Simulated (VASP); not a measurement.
A run of VASP 6.6.1 is set up as follows.

Contents of INCAR:

```
SYSTEM = HfO2
ALGO = Normal ; EDIFF = 1E-7
EDIFFG = -0.01 ; ENCUT = 600
GGA = PE ; GGA_COMPAT = .False.
IBRION = 2 ; ISIF = 3
ISMEAR = -1 ; IVDW = 12
LASPH = .True. ; LCHARG = .False.
LREAL = .False. ; LWAVE = .False.
NELM = 120 ; NELMIN = 4
NSW = 60 ; PREC = Accurate
SIGMA = 0.05
```

Contents of KPOINTS:

```
k-points
0
Gamma
  8 8 5
  0 0 0
```

POSCAR

```
HfO2
1.0
    3.5580193300      0.0000000000      0.0000000000
    0.0000000000      3.5580193300      0.0000000000
    0.0000000000      0.0000000000      5.1718612100
Hf O
2 4
Direct
    0.0000000000      0.0000000000      0.0000000000
    0.5000000000      0.5000000000      0.5000000000
    0.0000000000      0.5000000000      0.1972078800
    0.5000000000      0.0000000000      0.3027921200
    0.5000000000      0.0000000000      0.8027921200
    0.0000000000      0.5000000000      0.6972078800
```

Potentials or basis: VASP PAW PBE potentials, release 64 (Hf_pv, O).

Launch:

```sh
$ cat potpaw_PBE.64/Hf_pv/POTCAR potpaw_PBE.64/O/POTCAR > POTCAR
$ mpirun -np 1 vasp_std > vasp.out
```

(1) Predict the relaxed volume.

(2) Predict the relaxed cell.

Answers

(1) 11.00 Å³/atom.

(2) a = 3.571 Å, b = 3.571 Å, c = 5.174 Å, α = 90.00°, β = 90.00°, γ = 90.00°.
